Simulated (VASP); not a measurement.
Wanted: the native input for a VASP 6.6.1 run.

```yaml
Task: single point
Functional: PBE
Potentials_or_basis: VASP PAW PBE potentials, release 64 (Te, P)
Cutoff: 520 eV
k_mesh: 4 × 4 × 4
Occupations: gaussian, width 0.1 eV
Spin: no spin polarisation
Dipole_correction: no
Further_INCAR_settings: ALGO = Normal; EDIFF = 1e-06; NBANDS = 25
```

The structure of TeP2 lies in POSCAR:

```
TeP2
1.0
    3.5980387211      0.0000000000      0.0000000000
    0.0000000000     11.8647691877      0.0000000000
    0.0000000000      0.0000000000      2.9537270921
Te P
2 4
Direct
    0.0000000000      0.5000000000      0.0000000000
    0.5000000000      0.0000000000      0.0000000000
    0.5000057902      0.6863722942      0.0000000000
    0.4999942098      0.3136277058      0.0000000000
   -0.0000057902      0.1863722942      0.0000000000
    1.0000057902      0.8136277058      0.0000000000
```

The input as run:

INCAR

```
PREC = Accurate
ENCUT = 520
EDIFF = 1E-6
ISMEAR = 0
SIGMA = 0.1
LREAL = F
LASPH = T
NELM = 100
ALGO = Normal
ISIF = 2
LWAVE = F
LCHARG = F
GGA = PE
NBANDS = 25
```

KPOINTS

```
regular mesh
0
Gamma
  4 4 4
```

Potentials or basis: VASP PAW PBE potentials, release 64 (Te, P).

Command:

```bash
$ cat potpaw_PBE.64/Te/POTCAR potpaw_PBE.64/P/POTCAR > POTCAR
$ mpirun -np 1 vasp_std > vasp.out
```

Results of the run:

```
Pressure               : -0.1 GPa
Largest force          : 0.029 eV/Å
Band gap on the k mesh : zero (band 16 reaches 10.45 eV, above the bottom of band 17 at 5.46 eV)
```

Caveat: the k points lie up to 0.53 Å⁻¹ apart; spin-orbit coupling is left out, which moves the levels of the heavy elements.

Run time: 33 s on 1 thread of Intel(R) Xeon(R) 6975P-C (Granite Rapids) (shared host), peak memory 0.26 GiB.
